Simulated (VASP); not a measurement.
Crystal: As.

```
As
1.0
     1.85538    1.07120    3.46657
    -1.85538    1.07120    3.46657
     0.00000   -2.14241    3.46657
As
2
Cartesian
  0.0000 0.0000 2.3503
  0.0000 0.0000 8.0494
```

Base run:

| Item | Value |
| --- | --- |
| Program | VASP 6.6.1 |
| Functional | r2SCAN |
| Potentials or basis | VASP PAW PBE potentials, release 64 (As) |
| Cutoff | 520 eV |
| k mesh | 9 × 9 × 9 |
| Occupations | fermi-dirac, width 0.05 eV |
| Spin | no spin polarisation |

Its results: band gap on the k mesh zero (band 5 reaches 5.98 eV, above the bottom of band 6 at 5.88 eV); pressure 5.6 GPa; largest force 0.485 eV/Å.

Question: The run is repeated on the same cell with these changes: functional from r2SCAN to LDA; potentials or basis from VASP PAW PBE potentials, release 64 (As) to VASP PAW LDA potentials, release 64 (As). What comes out?

Answer: Band gap on the k mesh zero (band 5 reaches 5.92 eV, above the bottom of band 6 at 5.83 eV); pressure 2.5 GPa; largest force 0.627 eV/Å.

Caveats: the PAW data sets were made with another functional, which shifts forces and pressure a little (some runs).
